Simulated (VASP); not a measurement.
Here is a VASP 6.6.1 calculation.

INCAR

```
  PREC = Accurate
  ENCUT = 520
  EDIFF = 1E-6
  ISMEAR = -1
  SIGMA = 0.05
  LREAL = False
  LASPH = True
  NELM = 80
  ALGO = Normal
  ISIF = 2
  LWAVE = False
  LCHARG = False
  GGA = PE
  NBANDS = 28
```

The input KPOINTS:

```
Automatic mesh
0
Gamma
  7 7 7
```

POSCAR

```
BaTiO3
1.0
    3.9793846297      0.0000000000      0.0000000000
    0.0000000000      3.9793846297      0.0000000000
    0.0000000000      0.0000000000      4.1276996244
Ba Ti O
1 1 3
Direct
    0.0000000000      0.0000000000     -0.0059262854
    0.5000000000      0.5000000000      0.4767756866
    0.0000000000      0.5000000000      0.5188250081
    0.5000000000      0.0000000000      0.5188250081
    0.5000000000      0.5000000000      0.0345005827
```

Potentials or basis: VASP PAW PBE potentials, release 64 (Ba_sv, Ti_sv, O).

The run is started by

```console
$ cat potpaw_PBE.64/Ba_sv/POTCAR potpaw_PBE.64/Ti_sv/POTCAR potpaw_PBE.64/O/POTCAR > POTCAR
$ mpirun -np 1 vasp_std > vasp.out
```

Estimate the pressure.

3.7 GPa.

What does it give for the band gap on the k mesh?

1.91 eV (least direct gap 2.30 eV).

Predict the largest force.

0.073 eV/Å.

Forces on the atoms (eV/Å):
```
Ba   0.000  0.000  0.041
Ti   0.000  0.000  0.073
O    0.000  0.000 -0.022
O    0.000  0.000 -0.022
O    0.000  0.000 -0.071
```

Caveat: the cell stands under pressure; spin-orbit coupling is left out, which moves the levels of the heavy elements; an odd mesh through Γ misses points on the zone boundary, where band edges can lie. As with any semilocal functional, this PBE gap is likely too small.
